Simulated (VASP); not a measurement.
A run of VASP 6.6.1 is set up as follows.

Contents of INCAR:

```
SYSTEM = CaBeRh
PREC = Accurate ; ENCUT = 520
EDIFF = 1E-6 ; ISMEAR = 0
SIGMA = 0.1 ; LREAL = .FALSE.
LASPH = .TRUE. ; NELM = 80
ALGO = Fast ; ISIF = 2
LWAVE = .FALSE. ; LCHARG = .TRUE.
GGA = PE ; LELF = .TRUE.
LVHAR = .TRUE. ; NBANDS = 36
```

File KPOINTS:

```
regular mesh
0
G
  6 6 4
  0 0 0
```

File POSCAR:

```
CaBeRh
1.0
    4.1853103988      0.0000000000      0.0000000000
    0.0000000000      4.1853103988      0.0000000000
    0.0000000000      0.0000000000      6.9405225712
Ca Be Rh
2 2 2
Direct
    0.5000000000      0.0000000000      0.6978821036
    0.0000000000      0.5000000000      0.3021178964
    0.5000000000      0.0000000000      0.1229952022
    0.0000000000      0.5000000000      0.8770047978
    0.0000000000      0.0000000000      0.0000000000
    0.5000000000      0.5000000000      0.0000000000
```

Potentials or basis: VASP PAW PBE potentials, release 64 (Ca_sv, Be, Rh_pv).

The run is started by

```console
$ cat potpaw_PBE.64/Ca_sv/POTCAR potpaw_PBE.64/Be/POTCAR potpaw_PBE.64/Rh_pv/POTCAR > POTCAR
$ mpirun -np 1 vasp_std > vasp.out
```

(1) What does it give for the band gap on the k mesh?

(2) Estimate the largest force.

(3) Estimate the pressure.

Results:

(1) zero (bands 27 and 28 overlap by 1.55 eV).

(2) 0.024 eV/Å.

(3) 0.0 GPa.
